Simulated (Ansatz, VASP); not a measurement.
**Two plane-wave programs on WC**

The input INCAR:

```
SYSTEM = WC
PREC = Accurate ; ENCUT = 520
EDIFF = 1E-6 ; ISMEAR = -1
SIGMA = 0.05 ; LREAL = .FALSE.
LASPH = .TRUE. ; NELM = 100
ALGO = Normal ; ISIF = 2
LWAVE = .FALSE. ; LCHARG = .FALSE.
GGA = PE ; NBANDS = 16
```

The input KPOINTS:

```
Automatic mesh
0
G
  10 10 10
  0 0 0
```

POSCAR

```
WC
1.0
    0.0000000000      2.2356887219      2.2356887219
    2.2356887219      0.0000000000      2.2356887219
    2.2356887219      2.2356887219      0.0000000000
W C
1 1
Direct
    0.0000000000      0.0000000000      0.0000000000
    0.5000000000      0.5000000000      0.5000000000
```

input.yaml

```yaml
crystal:
  lattice:
    - [0.0, 2.2356887219, 2.2356887219]
    - [2.2356887219, 0.0, 2.2356887219]
    - [2.2356887219, 2.2356887219, 0.0]
  atoms:
    - { symbol: W, position: [0.0, 0.0, 0.0] }
    - { symbol: C, position: [0.5, 0.5, 0.5] }
hamiltonian:
  xc: pbe
  pseudopotentials: { kind: paw }
kpoints:
  mp_grid: { grid: [10, 10, 10] }
scf:
  occupations: { method: fermi_dirac, width: 0.05 }
output:
  forces: true
  stress: true
  eigenvalues: true
  write_density: true
  write_potential: true
  elf: true
  volumetric_format: npy
```

Alike in both runs: task single point; functional PBE; k mesh 10 × 10 × 10; occupations fermi-dirac, width 0.05 eV; no spin polarisation.

|  | VASP | Ansatz |
| --- | --- | --- |
| version | VASP 6.6.1 | Ansatz 0.2.0 |
| potentials or method | VASP PAW PBE potentials, release 64 (W_sv, C) | Ansatz PAW |
| plane-wave cutoff (eV) | 520 | 420 |
| valence electrons in the cell | 18 | 18 |

```csv
,VASP,Ansatz,Ansatz less VASP
gap on the k mesh at the Fermi level (eV),none,none,-
pressure (GPa),-19.2,-19.9,-0.68
```

A gap of «none» marks a metal or a gap that the smearing closes.

Spin-orbit coupling is off throughout.
